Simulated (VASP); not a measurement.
Wanted: the native input for a VASP 6.6.1 run.

| Item | Value |
| --- | --- |
| Task | single point |
| Functional | PBE |
| Potentials or basis | VASP PAW PBE potentials, release 64 (Si, Au) |
| Cutoff | 520 eV |
| k mesh | 6 × 6 × 6 |
| Occupations | fermi-dirac, width 0.1 eV |
| Spin | no spin polarisation |
| Dipole correction | no |
| Further INCAR settings | ALGO = Normal; EDIFF = 1e-06; NBANDS = 26 |

The structure of SiAu3 lies in POSCAR:

```
SiAu3
1.0
    0.0000000000      3.2857340000      3.2857340000
    3.2857340000      0.0000000000      3.2857340000
    3.2857340000      3.2857340000      0.0000000000
Si Au
1 3
Direct
    0.0000000000      0.0000000000      0.0000000000
    0.2500000000      0.2500000000      0.2500000000
    0.7500000000      0.7500000000      0.7500000000
    0.5000000000      0.5000000000      0.5000000000
```

One way to write it, as run:

INCAR

```
ALGO = Normal ; EDIFF = 1E-6
ENCUT = 520 ; GGA = PE
ISIF = 2 ; ISMEAR = -1
LASPH = True ; LCHARG = False
LREAL = False ; LWAVE = False
NBANDS = 26 ; NELM = 80
PREC = Accurate ; SIGMA = 0.1
```

KPOINTS

```
k-points
0
Gamma
  6 6 6
```

Potentials or basis: VASP PAW PBE potentials, release 64 (Si, Au).

Launch:

```sh
$ cat potpaw_PBE.64/Si/POTCAR potpaw_PBE.64/Au/POTCAR > POTCAR
$ mpirun -np 1 vasp_std > vasp.out
```

It gave:

| Item | Value |
| --- | --- |
| Pressure | -0.9 GPa |

It took 22 s on 1 thread of AMD EPYC 7R13 Processor (Zen 3), on a shared host, peak memory 0.18 GiB.
